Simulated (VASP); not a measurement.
A run of VASP 6.6.1 is set up as follows.

The input INCAR:

```
  ALGO = Normal
  EDIFF = 1E-6
  ENCUT = 520
  GGA = CA
  ISIF = 2
  ISMEAR = 0
  ISPIN = 2
  LASPH = T
  LCHARG = F
  LMAXMIX = 4
  LORBIT = 11
  LREAL = F
  LWAVE = F
  MAGMOM = 0.375 0
  NBANDS = 18
  NELM = 150
  NUPDOWN = 0.375
  PREC = Accurate
  SIGMA = 0.15
```

KPOINTS

```
k-points
0
Gamma
  21 21 12
```

Contents of POSCAR:

```
TiAl
1.0
    2.9202514666      0.0000000000      0.0000000000
   -1.4601257333      2.5290119555      0.0000000000
    0.0000000000      0.0000000000      4.7667335796
Ti Al
1 1
Direct
    0.0000000000      0.0000000000      0.0000000000
    0.3333333333      0.6666666667      0.5000000000
```

Potentials or basis: VASP PAW LDA potentials, release 64 (Ti_sv, Al).

The run is started by

```console
$ cat potpaw_LDA.64/Ti_sv/POTCAR potpaw_LDA.64/Al/POTCAR > POTCAR
$ mpirun -np 1 vasp_std > vasp.out
```

What does it give for the pressure?

-10.6 GPa.

Stress tensor (GPa, compression positive):
```
 -9.81   0.00   0.00
  0.00  -9.81   0.00
  0.00   0.00 -12.21
```

Caveat: the total moment is fixed, so each spin has its own Fermi level.
